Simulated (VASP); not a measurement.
**Al3Cu: single point with r2SCAN**

Al3Cu:

```
Al Cu
1.0
     2.77378    0.00000    0.00000
     0.00000    2.77378    0.00000
     0.00000    0.00000    7.59186
Al Cu
3 1
Direct
  0.00000 0.00000 0.50000
  0.50000 0.50000 0.22264
  0.50000 0.50000 0.77736
  0.00000 0.00000 0.00000
```

| Item | Value |
| --- | --- |
| Program | VASP 6.6.1 |
| Task | single point |
| Functional | r2SCAN |
| Potentials or basis | VASP PAW PBE potentials, release 64 (Al, Cu) |
| Cutoff | 520 eV |
| k mesh | 18 × 18 × 8 |
| Occupations | gaussian, width 0.1 eV |
| Spin | no spin polarisation |
| Dipole correction | no |
| Further INCAR settings | ALGO = Normal; EDIFF = 1e-06; NBANDS = 18 |

```
Pressure               : -0.2 GPa
Largest force          : 0.057 eV/Å
Band gap on the k mesh : zero (bands 10 and 11 overlap by 6.37 eV)
```

Forces on the atoms (eV/Å):
```
Al   0.000  0.000  0.000
Al   0.000  0.000  0.057
Al   0.000  0.000 -0.057
Cu   0.000  0.000  0.000
```

Levels at points of the mesh, in eV from the Fermi level:
```csv
k point,band 8,band 9,band 10,band 11,band 12,band 13
"(0.00, 0.00, 0.00)",-3.40,-2.00,0.53,6.65,7.14,7.14
"(0.50, 0.00, 0.00)",-3.85,-3.69,-2.48,-1.96,2.75,4.05
"(0.50, 0.50, 0.00)",-0.50,-0.35,0.11,0.11,0.47,0.47
"(0.00, 0.00, 0.50)",-3.75,-3.40,4.29,5.85,6.65,7.73
"(0.50, 0.00, 0.50)",-3.69,-2.80,-1.12,-1.06,0.06,0.90
"(0.50, 0.50, 0.50)",-1.82,-1.82,-0.54,-0.53,0.60,1.93
```

Wall time 34 min on 1 thread of Oxide Virtual Turin-like Processor, with other jobs on the host, peak memory 0.36 GiB.

Caveat: the PAW data sets were made with another functional, which shifts forces and pressure a little.
